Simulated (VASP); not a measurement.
Write the native input for VASP 6.6.1 that does the following.

| Quantity | Value |
| --- | --- |
| Task | single point |
| Functional | PBE |
| Potentials or basis | VASP PAW PBE potentials, release 64 (Al, H) |
| Cutoff | 520 eV |
| k mesh | 6 × 6 × 6 |
| Occupations | gaussian, width 0.1 eV |
| Spin | no spin polarisation |
| Dipole correction | no |
| Further INCAR settings | ALGO = Normal; EDIFF = 1e-07; NBANDS = 12 |

The structure of Al2H3 lies in POSCAR:

```
Al2H3
1.0
    1.5866027322      0.9160255145      5.1890329607
   -1.5866027322      0.9160255145      5.1890329607
    0.0000000000     -1.8320510291      5.1890329607
Al H
2 3
Direct
    0.4077547484      0.4077547484      0.4077547484
    0.5922452516      0.5922452516      0.5922452516
    0.0000000000      0.0000000000      0.0000000000
    0.2223821217      0.2223821217      0.2223821217
    0.7776178783      0.7776178783      0.7776178783
```

These files were run (other wordings do the same):

INCAR

```
SYSTEM = Al2H3
  ALGO = Normal
  EDIFF = 1E-7
  ENCUT = 520
  GGA = PE
  ISIF = 2
  ISMEAR = 0
  LASPH = .TRUE.
  LCHARG = .FALSE.
  LREAL = .FALSE.
  LWAVE = .FALSE.
  NBANDS = 12
  NELM = 80
  PREC = Accurate
  SIGMA = 0.1
```

KPOINTS

```
k-points
0
G
  6 6 6
  0 0 0
```

Potentials or basis: VASP PAW PBE potentials, release 64 (Al, H).

Run with:

```console
$ cat potpaw_PBE.64/Al/POTCAR potpaw_PBE.64/H/POTCAR > POTCAR
$ mpirun -np 1 vasp_std > vasp.out
```

It gave:

| Quantity | Value |
| --- | --- |
| Pressure | -0.1 GPa |
| Largest force | 0.035 eV/Å |
| Band gap on the k mesh | zero (an odd number of electrons rules out a gap without spin polarisation) |

Caveat: the k points lie up to 0.39 Å⁻¹ apart, too coarse for converged energies and pressures of a metal.

Wall time 25 s on 1 thread of Intel(R) Xeon(R) 6975P-C (Granite Rapids), with other jobs on the host, peak memory 0.23 GiB.
